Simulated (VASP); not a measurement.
# In4Sb3As (P-43m) in VASP: notebook, part 2 of 2

VASP 6.6.1.

**5. Single point, PBE (36.83 Å³/atom)**

This run uses another cell than the first one, of 36.83 Å³/atom.

INCAR reads:

```
SYSTEM = In4Sb3As
PREC = Accurate ; ENCUT = 520
EDIFF = 1E-6 ; ISMEAR = 0
SIGMA = 0.1 ; LREAL = .False.
LASPH = .True. ; NELM = 80
ALGO = Normal ; ISIF = 2
LWAVE = .False. ; LCHARG = .True.
GGA = PE ; LELF = .True.
LVHAR = .True. ; NBANDS = 46
```

KPOINTS reads:

```
Automatic mesh
0
Gamma
  6 6 6
  0 0 0
```

POSCAR reads:

```
In4Sb3As
1.0
    6.6541770134      0.0000000000      0.0000000000
    0.0000000000      6.6541770134      0.0000000000
    0.0000000000      0.0000000000      6.6541770134
In Sb As
4 3 1
Direct
    0.2416650000      0.7583350000      0.2416650000
    0.2416650000      0.2416650000      0.7583350000
    0.7583350000      0.7583350000      0.7583350000
    0.7583350000      0.2416650000      0.2416650000
    0.0000000000      0.5000000000      0.5000000000
    0.5000000000      0.5000000000      0.0000000000
    0.5000000000      0.0000000000      0.5000000000
    0.0000000000      0.0000000000      0.0000000000
```

Potentials or basis: VASP PAW PBE potentials, release 64 (In_d, Sb, As).

Run with:

```sh
$ cat potpaw_PBE.64/In_d/POTCAR potpaw_PBE.64/Sb/POTCAR potpaw_PBE.64/As/POTCAR > POTCAR
$ mpirun -np 1 vasp_std > vasp.out
```

OUTCAR:

```text
SYSTEM = In4Sb3As
   PREC = Accurate
   ENCUT = 520
   EDIFF = 1E-6
   ISMEAR = 0
   LREAL = .False.
   LASPH = .True.
   NELM = 80
   ISIF = 2
   GGA = PE

 ion  position               nearest neighbor table
   1  0.242  0.758  0.242-   8 2.79   6 2.91   7 2.91   5 2.91
   2  0.242  0.242  0.758-   8 2.79   6 2.91   7 2.91   5 2.91
   3  0.758  0.758  0.758-   8 2.79   6 2.91   7 2.91   5 2.91
   4  0.758  0.242  0.242-   8 2.79   6 2.91   7 2.91   5 2.91
   5  0.000  0.500  0.500-   1 2.91   2 2.91   3 2.91   4 2.91
   6  0.500  0.500  0.000-   1 2.91   2 2.91   3 2.91   4 2.91
   7  0.500  0.000  0.500-   1 2.91   2 2.91   3 2.91   4 2.91
   8  0.000  0.000  0.000-   1 2.79   2 2.79   3 2.79   4 2.79

  LATTYP: Found a simple cubic cell.
[... 1184 lines left out ...]
  in kB      -20.0544063    -20.0544063    -20.0544063     -0.0000000      0.0000000      0.0000000
  external PRESSURE =     -20.0544063 kB  Pullay stress =       0.0000000 kB

 VOLUME and BASIS-vectors are now :
 -----------------------------------------------------------------------------
  energy-cutoff  :      520.00
  volume of cell :      294.63
      direct lattice vectors                 reciprocal lattice vectors
     6.654177013  0.000000000  0.000000000     0.150281545  0.000000000  0.000000000
     0.000000000  6.654177013  0.000000000     0.000000000  0.150281545  0.000000000
     0.000000000  0.000000000  6.654177013     0.000000000  0.000000000  0.150281545

 POSITION                                       TOTAL-FORCE (eV/Angst)
 -----------------------------------------------------------------------------------
      1.60808      5.04610      1.60808         0.008675     -0.008675      0.008675
      1.60808      1.60808      5.04610         0.008675      0.008675     -0.008675
      5.04610      5.04610      5.04610        -0.008675     -0.008675     -0.008675
      5.04610      1.60808      1.60808        -0.008675      0.008675      0.008675
      0.00000      3.32709      3.32709        -0.000000     -0.000000     -0.000000
      3.32709      3.32709      0.00000        -0.000000     -0.000000     -0.000000
      3.32709      0.00000      3.32709        -0.000000     -0.000000     -0.000000
      0.00000      0.00000      0.00000        -0.000000     -0.000000     -0.000000
 -----------------------------------------------------------------------------------
    total drift:                                0.000000      0.000000     -0.000000

  FREE ENERGIE OF THE ION-ELECTRON SYSTEM (eV)
  ---------------------------------------------------
  free  energy   TOTEN  =       -28.3509789424 eV

  energy  without entropy=      -28.3491439624  energy(sigma->0) =      -28.35006145
```

stdout:

```text
POSCAR found type information on POSCAR InSbAs
 POSCAR found :  3 types and       8 ions
 scaLAPACK will be used
 LDA part: xc-table for (Slater+PW92), standard interpolation
 POSCAR, INCAR and KPOINTS ok, starting setup
 FFT: planning ... GRIDC
 FFT: planning ... GRID_SOFT
 FFT: planning ... GRID
 WAVECAR not read
 entering main loop
```

Run time: 3.9 min. Hardware: 1 thread of Intel Xeon Platinum 8559C (Emerald Rapids), shared host; peak memory 0.49 GiB.

Results:

* Free energy: -28.3510 eV
* Pressure: -2.0 GPa
* Largest force: 0.015 eV/Å
* Band gap on the k mesh: zero (bands 36 and 37 overlap by 0.06 eV)

Forces on the atoms (eV/Å):
```
In   0.009 -0.009  0.009
In   0.009  0.009 -0.009
In  -0.009 -0.009 -0.009
In  -0.009  0.009  0.009
Sb   0.000  0.000  0.000
Sb   0.000  0.000  0.000
Sb   0.000  0.000  0.000
As   0.000  0.000  0.000
```

Caveat: semilocal functionals underestimate gaps, and a narrow one can read as zero; spin-orbit coupling is left out, which moves the levels of the heavy elements.

**6. Single point, PBE (38.22 Å³/atom)**

This run uses another cell than the first one, of 38.22 Å³/atom.

INCAR reads:

```
SYSTEM = In4Sb3As
ALGO     = Normal         ! electronic algorithm
EDIFF    = 1E-6           ! SCF threshold, eV
ENCUT    = 520            ! plane-wave cutoff, eV
GGA      = PE             ! functional
ISIF     = 2              ! what is computed and relaxed
ISMEAR   = 0              ! smearing method
LASPH    = .True.         ! aspherical terms in the spheres
LCHARG   = .False.        ! write CHGCAR
LREAL    = .False.        ! projectors in reciprocal space
LWAVE    = .False.        ! write WAVECAR
NBANDS   = 46             ! bands
NELM     = 60             ! most SCF steps
PREC     = Accurate       ! precision mode
SIGMA    = 0.1            ! smearing width, eV
```

KPOINTS reads:

```
k-points
0
Gamma
  6 6 6
  0 0 0
```

POSCAR reads:

```
In4Sb3As
1.0
    6.7368460503      0.0000000000      0.0000000000
    0.0000000000      6.7368460503      0.0000000000
    0.0000000000      0.0000000000      6.7368460503
In Sb As
4 3 1
Direct
    0.2421665304      0.7578334696      0.2421665304
    0.2421665304      0.2421665304      0.7578334696
    0.7578334696      0.7578334696      0.7578334696
    0.7578334696      0.2421665304      0.2421665304
    0.0000000000      0.5000000000      0.5000000000
    0.5000000000      0.5000000000      0.0000000000
    0.5000000000      0.0000000000      0.5000000000
    0.0000000000      0.0000000000      0.0000000000
```

Potentials or basis: VASP PAW PBE potentials, release 64 (In_d, Sb, As).

Run with:

```sh
$ cat potpaw_PBE.64/In_d/POTCAR potpaw_PBE.64/Sb/POTCAR potpaw_PBE.64/As/POTCAR > POTCAR
$ mpirun -np 1 vasp_std > vasp.out
```

It took 3.9 min on 1 thread of Intel Xeon Platinum 8559C (Emerald Rapids), shared host; peak memory 0.5 GiB.

Results (log left out):

* Free energy: -28.1784 eV
* Pressure: -3.0 GPa
* Largest force: 0.012 eV/Å
* Band gap on the k mesh: zero (bands 36 and 37 overlap by 0.08 eV)

Forces in eV/Å, atoms in the order of the input:
```
In  -0.007  0.007 -0.007
In  -0.007 -0.007  0.007
In   0.007  0.007  0.007
In   0.007 -0.007 -0.007
Sb   0.000  0.000  0.000
Sb   0.000  0.000  0.000
Sb   0.000  0.000  0.000
As   0.000  0.000  0.000
```

Levels at points of the mesh, in eV from the Fermi level:
| k point | band 33 | band 34 | band 35 | band 36 | band 37 | band 38 | band 39 | band 40 |
| --- | --- | --- | --- | --- | --- | --- | --- | --- |
| (0.00, 0.00, 0.00) | -1.77 | -1.16 | -0.02 | -0.02 | -0.02 | 1.44 | 1.44 | 1.44 |
| (0.50, 0.00, 0.00) | -1.27 | -1.27 | -1.00 | -1.00 | 1.52 | 1.75 | 2.06 | 2.35 |
| (0.50, 0.50, 0.00) | -1.00 | -1.00 | -0.79 | -0.63 | 1.49 | 1.65 | 1.90 | 1.90 |
| (0.50, 0.50, 0.50) | -0.74 | -0.74 | -0.60 | -0.60 | -0.10 | 0.44 | 0.44 | 0.44 |

Caveat: semilocal functionals underestimate gaps, and a narrow one can read as zero; spin-orbit coupling is left out, which moves the levels of the heavy elements.

**7. The runs side by side**

```tsv
task	cell	gap on the mesh (eV)	pressure (GPa)	largest force (eV/Å)
relaxation of the atoms	atoms relaxed from a = 6.324 Å, 8 atoms, atomic positions A	none	4.6	-
single point	a = 6.526 Å, 8 atoms, atomic positions B	none	0.0	0.01
single point	a = 6.591 Å, 8 atoms, atomic positions B	none	-1.1	0.01
single point	a = 6.654 Å, 8 atoms, atomic positions B	none	-2.0	0.02
single point	a = 6.737 Å, 8 atoms, atomic positions C	none	-3.0	0.01
```

Alike in all rows: level PBE; potentials or basis VASP PAW PBE potentials, release 64 (In_d, Sb, As); no spin polarisation; k mesh 6 × 6 × 6; cutoff (eV) 520; smearing gaussian 0.1 eV.

Caveats: semilocal functionals underestimate gaps, and a narrow one can read as zero; spin-orbit coupling is left out, which moves the levels of the heavy elements.

Total energies depend on the potentials used, so only differences within one code and one set of settings carry meaning.
